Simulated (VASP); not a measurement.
H17ClO8, 26 atoms in the cell. The cell holds a disordered packing, 26 atoms: a = 6.084 Å, b = 5.657 Å, c = 6.090 Å, α = 90.00°, β = 90.00°, γ = 90.00°. 

* Program: VASP 6.6.1
* Task: single point
* Functional: PBE
* Dispersion: D3(BJ)
* Potentials or basis: VASP PAW PBE potentials, release 64 (O, H, Cl)
* Cutoff: 520 eV
* k mesh: 1 × 1 × 1
* Occupations: fermi-dirac, width 0.02 eV
* Spin: no spin polarisation
* Dipole correction: no
* Further INCAR settings: ALGO = Normal; EDIFF = 1e-06; NBANDS = 55

Potentials or basis: VASP PAW PBE potentials, release 64 (O, H, Cl).

Launch:

```bash
$ cat potpaw_PBE.64/O/POTCAR potpaw_PBE.64/H/POTCAR potpaw_PBE.64/Cl/POTCAR > POTCAR
$ mpirun -np 1 vasp_gam > vasp.out
```

Hardware: 1 thread of AMD EPYC 7R13 Processor (Zen 3) (shared host).

Task: How long does it take, and how much memory?

Result: Run time: 19 s on 1 thread of AMD EPYC 7R13 Processor (Zen 3), with other jobs on the host, peak memory 0.25 GiB. Counts: scf iterations 14, k points 1.
